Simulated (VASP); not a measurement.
Here is a VASP 6.6.1 calculation.

The input INCAR:

```
SYSTEM = CrO2
ALGO = Normal
EDIFF = 1E-6
ENCUT = 520
GGA = PE
ISIF = 2
ISMEAR = 0
ISPIN = 2
LASPH = .True.
LCHARG = .True.
LELF = .True.
LMAXMIX = 4
LORBIT = 11
LREAL = .False.
LVHAR = .True.
LWAVE = .False.
MAGMOM = 2 2 0 0 0 0
NBANDS = 37
NELM = 150
PREC = Accurate
SIGMA = 0.1
```

File KPOINTS:

```
k-points
0
Gamma
  4 4 6
  0 0 0
```

POSCAR

```
CrO2
1.0
    4.4210000000      0.0000000000      0.0000000000
    0.0000000000      4.4210000000      0.0000000000
    0.0000000000      0.0000000000      2.9170000000
Cr O
2 4
Direct
    0.0000000000      0.0000000000      0.0000000000
    0.5000000000      0.5000000000      0.5000000000
    0.3010000000      0.3010000000      0.0000000000
    0.1990000000      0.8010000000      0.5000000000
    0.6990000000      0.6990000000      0.0000000000
    0.8010000000      0.1990000000      0.5000000000
```

Potentials or basis: VASP PAW PBE potentials, release 64 (Cr_pv, O).

Run with:

```sh
$ cat potpaw_PBE.64/Cr_pv/POTCAR potpaw_PBE.64/O/POTCAR > POTCAR
$ mpirun -np 1 vasp_std > vasp.out
```

Predict the band gap on the k mesh.

zero (filled and empty bands overlap).

What does it give for the largest force?

0.258 eV/Å.

Predict the pressure.

3.0 GPa.

Estimate the net moment.

4.00 μB per cell.

Stress tensor (GPa, compression positive):
```
3.35 0.00 0.00
0.00 3.35 0.00
0.00 0.00 2.40
```

Caveat: the cell stands under pressure; semilocal functionals often make such compounds metallic where correlation or magnetic order opens a gap, which also shifts bond lengths; the run started ferromagnetic, and an antiferromagnetic order may lie lower in energy. With open d or f shells a metallic result of PBE can be an artefact of self-interaction; +U or a hybrid may open a gap.
